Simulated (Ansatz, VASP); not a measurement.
**ZrTiN in VASP and in Ansatz**

```
CELL_PARAMETERS angstrom
3.25226 0.00000 0.00000
0.00000 3.25226 0.00000
0.00000 0.00000 8.05300
ATOMIC_POSITIONS crystal
Zr 0.00000 0.50000 0.63563
Zr 0.50000 0.00000 0.36437
Ti 0.00000 0.50000 0.09831
Ti 0.50000 0.00000 0.90169
N 0.00000 0.50000 0.35403
N 0.50000 0.00000 0.64597
```

Change from the starting cell: relaxed end of: species swapped into the CaGaN type (P4/nmm, No. 129).

Alike in both runs: functional PBE; k mesh 12 × 12 × 6; occupations gaussian, width 0.1 eV; no spin polarisation.

Ansatz relaxed the structure, and its values are those at the end. VASP's run is a single point on that final structure, the one shown.

|  | VASP | Ansatz |
| --- | --- | --- |
| version | VASP 6.6.1 | Ansatz 0.2.0 |
| potentials or method | VASP PAW PBE potentials, release 64 (Zr_sv, Ti_sv, N), cutoff 520 eV | scalar-relativistic, plane waves, PAW |
| valence electrons in the cell | 58 | 58 |

|  | VASP | Ansatz | Ansatz less VASP |
| --- | --- | --- | --- |
| gap on the k mesh at the Fermi level (eV) | none | none | - |
| pressure (GPa) | 0.1 | 0.0 | -0.12 |
| rms of the force components (eV/Å) | 0.010 | 0.003 | -0.0067 |

A gap of «none» marks a metal or a gap that the smearing closes.
